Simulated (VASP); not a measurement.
# Ti (Pm-3m) in VASP: a series of runs, part 2 of 2

VASP 6.6.1.

### 3 Single point, PBE

This run uses another cell than the first one, of 18.50 Å³/atom, 1.042 times its volume.

Input file INCAR:

```
  PREC = Accurate
  ENCUT = 520
  EDIFF = 1E-7
  ISMEAR = -1
  SIGMA = 0.1
  LREAL = F
  LASPH = T
  NELM = 60
  ALGO = Normal
  ISIF = 2
  LWAVE = F
  LCHARG = T
  GGA = PE
  LELF = T
  LVHAR = T
  NBANDS = 12
```

Input file KPOINTS:

```
Automatic mesh
0
Gamma
  12 12 12
```

Input file POSCAR:

```
Ti
1.0
    2.6449927443      0.0000000000      0.0000000000
    0.0000000000      2.6449927443      0.0000000000
    0.0000000000      0.0000000000      2.6449927443
Ti
1
Direct
    0.0000000000      0.0000000000      0.0000000000
```

Potentials or basis: VASP PAW PBE potentials, release 64 (Ti_sv).

Command:

```sh
cat potpaw_PBE.64/Ti_sv/POTCAR > POTCAR
mpirun -np 1 vasp_std > vasp.out
```

OUTCAR:

```text
PREC = Accurate
   ENCUT = 520
   EDIFF = 1E-7
   ISMEAR = -1
   LREAL = F
   LASPH = T
   NELM = 60
   ISIF = 2
   GGA = PE

 ion  position               nearest neighbor table
   1  0.000  0.000  0.000-

  LATTYP: Found a simple cubic cell.
 ALAT       =     2.6449927443

  Lattice vectors:

 A1 = (   2.6449927443,   0.0000000000,   0.0000000000)
 A2 = (   0.0000000000,   2.6449927443,   0.0000000000)
 A3 = (   0.0000000000,   0.0000000000,   2.6449927443)

Analysis of symmetry for initial positions (statically):
=====================================================================
 Subroutine PRICEL returns:
 Original cell was already a primitive cell.

 Routine SETGRP: Setting up the symmetry group for a
 simple cubic supercell.

 Subroutine GETGRP returns: Found 48 space group operations
 (whereof 48 operations were pure point group operations)
 out of a pool of 48 trial point group operations.

The static configuration has the point symmetry O_h .

Analysis of symmetry for dynamics (positions and initial velocities):
=====================================================================
[... 159 lines left out ...]
 cond. band min:       7.5005042384   @ k =   0.3333   0.3333   0.3333
 fundamental gap:      0.0047321111
 Fermi energy:         7.4964480197

 k-point     1 :       0.0000    0.0000    0.0000
  band No.  band energies     occupation
      1     -49.0983      2.00000
      2     -24.8939      2.00000
      3     -24.8939      2.00000
      4     -24.8939      2.00000
      5       1.7839      2.00000
      6       6.2082      1.99999
      7       6.2082      1.99999
      8      11.3577      0.00000
      9      11.3577      0.00000
     10      11.3577      0.00000
     11      23.1009      0.00000
     12      23.1009      0.00000
[... 331 lines left out ...]
 k-point    24 :       0.4167    0.3333    0.0000
  band No.  band energies     occupation
      1     -48.8978      2.00000
      2     -25.5938      2.00000
      3     -25.4284      2.00000
      4     -24.7703      2.00000
      5       5.3139      2.00000
      6       6.9927      1.98711
      7       9.6781      0.00000
      8       9.9202      0.00000
      9      10.2712      0.00000
     10      11.0198      0.00000
     11      14.9340      0.00000
     12      19.8817      0.00000

 [... further k-points ...]
[... 5 lines left out ...]
  --------------------------------------------------------------------------------------
  -------------------------------------------------------------------------------------
  Total       -0.0122243     -0.0122243     -0.0122243      0.0000000      0.0000000     -0.0000000
  in kB       -1.0584238     -1.0584238     -1.0584238      0.0000000      0.0000000     -0.0000000
  external PRESSURE =      -1.0584238 kB  Pullay stress =       0.0000000 kB

 VOLUME and BASIS-vectors are now :
 -----------------------------------------------------------------------------
  energy-cutoff  :      520.00
  volume of cell :       18.50
      direct lattice vectors                 reciprocal lattice vectors
     2.644992744  0.000000000  0.000000000     0.378072871  0.000000000  0.000000000
     0.000000000  2.644992744  0.000000000     0.000000000  0.378072871  0.000000000
     0.000000000  0.000000000  2.644992744     0.000000000  0.000000000  0.378072871

 POSITION                                       TOTAL-FORCE (eV/Angst)
 -----------------------------------------------------------------------------------
      0.00000      0.00000      0.00000         0.000000      0.000000      0.000000
 -----------------------------------------------------------------------------------
    total drift:                               -0.000000      0.000000      0.000000

  FREE ENERGIE OF THE ION-ELECTRON SYSTEM (eV)
  ---------------------------------------------------
  free  energy   TOTEN  =        -7.0326005912 eV

  energy  without entropy=       -6.9555747070  energy(sigma->0) =       -6.99408765
```

OSZICAR:

```text
N       E                     dE             d eps       ncg     rms          rms(c)
DAV:   1     0.901300833862E+02    0.90130E+02   -0.65676E+03  2032   0.119E+03
DAV:   2    -0.310734138266E+01   -0.93237E+02   -0.90555E+02  2052   0.296E+02
DAV:   3    -0.761508850999E+01   -0.45077E+01   -0.43876E+01  2868   0.661E+01
DAV:   4    -0.770459672638E+01   -0.89508E-01   -0.89202E-01  2288   0.825E+00
DAV:   5    -0.770698585691E+01   -0.23891E-02   -0.23888E-02  2520   0.112E+00    0.744E+00
DAV:   6    -0.701290936348E+01    0.69408E+00   -0.17497E+00  2148   0.178E+01    0.210E+00
DAV:   7    -0.701904120487E+01   -0.61318E-02   -0.55095E-02  2436   0.230E+00    0.124E+00
DAV:   8    -0.703244230774E+01   -0.13401E-01   -0.34921E-02  2212   0.199E+00    0.844E-02
DAV:   9    -0.703263485026E+01   -0.19254E-03   -0.24356E-03  2532   0.464E-01    0.823E-02
DAV:  10    -0.703262782040E+01    0.70299E-05   -0.19079E-04  2176   0.140E-01    0.222E-02
DAV:  11    -0.703259970085E+01    0.28120E-04   -0.16532E-05  2460   0.572E-02    0.932E-03
DAV:  12    -0.703260053968E+01   -0.83883E-06   -0.26190E-06  2260   0.164E-02    0.221E-03
DAV:  13    -0.703260059120E+01   -0.51525E-07   -0.57069E-08  1600   0.303E-03
   1 F= -.70326006E+01 E0= -.69940876E+01  d E =-.770259E-01
```

stdout:

```text
POSCAR found type information on POSCAR Ti
 POSCAR found :  1 types and       1 ions
 scaLAPACK will be used
 LDA part: xc-table for (Slater+PW92), standard interpolation
 POSCAR, INCAR and KPOINTS ok, starting setup
 FFT: planning ... GRIDC
 FFT: planning ... GRID_SOFT
 FFT: planning ... GRID
 WAVECAR not read
 entering main loop
```

Run time: 8.5 s. Hardware: 1 thread of Intel Xeon Platinum 8488C (Sapphire Rapids), shared host; peak memory 0.13 GiB.

What came out:

| Property | Result |
| --- | --- |
| Free energy | -7.0326 eV |
| Pressure | -0.1 GPa |
| Band gap on the k mesh | zero (band 6 reaches 8.36 eV, above the bottom of band 7 at 6.21 eV) |

### 4 Single point, PBE

This run uses another cell than the first one, of 18.50 Å³/atom, 1.042 times its volume.

Input file INCAR:

```
SYSTEM = Ti
  PREC = Accurate
  ENCUT = 520
  EDIFF = 1E-7
  ISMEAR = -1
  SIGMA = 0.1
  LREAL = .False.
  LASPH = .True.
  NELM = 100
  ALGO = Normal
  ISIF = 2
  LWAVE = .False.
  LCHARG = .False.
  GGA = PE
  NBANDS = 12
```

Input file KPOINTS:

```
regular mesh
0
Gamma
  13 13 13
  0 0 0
```

POSCAR is that of step 3.

Command:

```sh
cat potpaw_PBE.64/Ti_sv/POTCAR > POTCAR
mpirun -np 1 vasp_std > vasp.out
```

Run time: 8.6 s. Hardware: 1 thread of Intel Xeon Platinum 8488C (Sapphire Rapids), shared host; peak memory 0.13 GiB.

It converged, with:

| Quantity | Value |
| --- | --- |
| Free energy | -7.0355 eV |
| Pressure | -0.2 GPa |
| Band gap on the k mesh | zero (band 6 reaches 8.14 eV, above the bottom of band 7 at 6.21 eV) |

Levels at points of the mesh, in eV from the Fermi level:
| k point | band 3 | band 4 | band 5 | band 6 | band 7 | band 8 | band 9 | band 10 |
| --- | --- | --- | --- | --- | --- | --- | --- | --- |
| (0.00, 0.00, 0.00) | -32.37 | -32.37 | -5.70 | -1.27 | -1.27 | 3.88 | 3.88 | 3.88 |

### 5 Single point, PBE (volume scaled by 1.04)

Input file INCAR:

```
SYSTEM = Ti
ALGO = Normal
EDIFF = 1E-6
ENCUT = 520
GGA = PE
ISIF = 2
ISMEAR = -1
LASPH = .True.
LCHARG = .False.
LREAL = .False.
LWAVE = .False.
NBANDS = 12
NELM = 80
PREC = Accurate
SIGMA = 0.1
```

Input file KPOINTS:

```
k-points
0
Gamma
  13 13 13
  0 0 0
```

Input file POSCAR:

```
Ti
1.0
    2.6797992719      0.0000000000      0.0000000000
    0.0000000000      2.6797992719      0.0000000000
    0.0000000000      0.0000000000      2.6797992719
Ti
1
Direct
    0.0000000000      0.0000000000      0.0000000000
```

Command:

```sh
cat potpaw_PBE.64/Ti_sv/POTCAR > POTCAR
mpirun -np 1 vasp_std > vasp.out
```

Run time: 8 s. Hardware: 1 thread of Intel Xeon Platinum 8488C (Sapphire Rapids), shared host; peak memory 0.13 GiB.

It converged, with:

```
Free energy            : -7.0279 eV
Pressure               : -3.1 GPa
Band gap on the k mesh : zero (band 6 reaches 7.70 eV, above the bottom of band 7 at 5.90 eV)
```

Levels at points of the mesh, in eV from the Fermi level:
| k point | band 2 | band 3 | band 4 | band 5 | band 6 | band 7 | band 8 | band 9 | band 10 | band 11 |
| --- | --- | --- | --- | --- | --- | --- | --- | --- | --- | --- |
| (0.00, 0.00, 0.00) | -32.47 | -32.47 | -32.47 | -5.61 | -1.20 | -1.20 | 3.71 | 3.71 | 3.71 | 15.20 |

Caveat: the cell differs from its parent crystal (volume scaled by 1.04).

### 6 Overview

```csv
cell,k mesh,gap on the mesh (eV),pressure (GPa)
"a = 2.609 Å, 1 atom",13 × 13 × 13,none,3.2
"a = 2.645 Å, 1 atom",12 × 12 × 12,none,-0.1
"a = 2.645 Å, 1 atom",13 × 13 × 13,none,-0.2
"a = 2.680 Å, 1 atom",13 × 13 × 13,none,-3.1
```

Alike in all rows: task single point; level PBE; potentials or basis VASP PAW PBE potentials, release 64 (Ti_sv); no spin polarisation; cutoff (eV) 520; smearing fermi-dirac 0.1 eV.

Total energies depend on the potentials used, so only differences within one code and one set of settings carry meaning.
